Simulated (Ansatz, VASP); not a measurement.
# One calculation of Sn, two programs

File POSCAR:

```
Sn
1.0
   -1.7379733663      1.7873059321      2.3538281599
    1.7379733663     -1.7873059321      2.3538281599
    1.7379733663      1.7873059321     -2.3538281599
Sn
1
Direct
    0.0000000000      0.0000000000      0.0000000000
```

File INCAR.step1:

```
SYSTEM = Sn
PREC = Accurate
ENCUT = 520
EDIFF = 1E-5
ISMEAR = -1
SIGMA = 0.05
LREAL = .FALSE.
LASPH = .TRUE.
NELM = 100
ALGO = Normal
ISIF = 2
LWAVE = .TRUE.
LCHARG = .FALSE.
GGA = PE
NBANDS = 13
```

Contents of INCAR.step2:

```
SYSTEM = Sn
PREC = Accurate
ENCUT = 520
EDIFF = 1E-6
ISMEAR = -1
SIGMA = 0.05
LREAL = .FALSE.
LASPH = .TRUE.
NELM = 100
ALGO = Normal
ISIF = 2
LWAVE = .FALSE.
LCHARG = .FALSE.
GGA = PE
LHFCALC = .TRUE.
AEXX = 0.25
PRECFOCK = Normal
ISTART = 1
NBANDS = 13
```

KPOINTS

```
Automatic mesh
0
G
  6 6 6
  0 0 0
```

input.yaml

```yaml
crystal:
  lattice:
    - [-1.7379733663, 1.7873059321, 2.3538281599]
    - [1.7379733663, -1.7873059321, 2.3538281599]
    - [1.7379733663, 1.7873059321, -2.3538281599]
  atoms:
    - { symbol: Sn, position: [0.0, 0.0, 0.0] }
hamiltonian:
  xc: pbe0
  pseudopotentials: { kind: paw }
kpoints:
  mp_grid: { grid: [6, 6, 6] }
scf:
  occupations: { method: fermi_dirac, width: 0.05 }
output:
  forces: true
  stress: true
  eigenvalues: true
```

Alike in both runs: task single point; functional PBE0; k mesh 6 × 6 × 6; occupations fermi-dirac, width 0.05 eV; no spin polarisation.

|  | VASP | Ansatz |
| --- | --- | --- |
| version | VASP 6.6.1 | Ansatz 0.2.0 |
| potentials or method | VASP PAW PBE potentials, release 64 (Sn_d) | Ansatz PAW |
| plane-wave cutoff (eV) | 520 | 420 |
| valence electrons in the cell | 14 | 14 |

|  | VASP | Ansatz | Ansatz less VASP |
| --- | --- | --- | --- |
| gap on the k mesh at the Fermi level (eV) | none | none | - |
| pressure (GPa) | -2.2 | -2.0 | +0.17 |
| traceless stress, the component that is largest in VASP (GPa) | 2.59 | 2.61 | +0.018 |

A gap of «none» marks a metal or a gap that the smearing closes. With one functional, cell and mesh, what is left measures potentials, basis and numerics.

The k mesh is coarse, so the values compare programs but aren't converged.
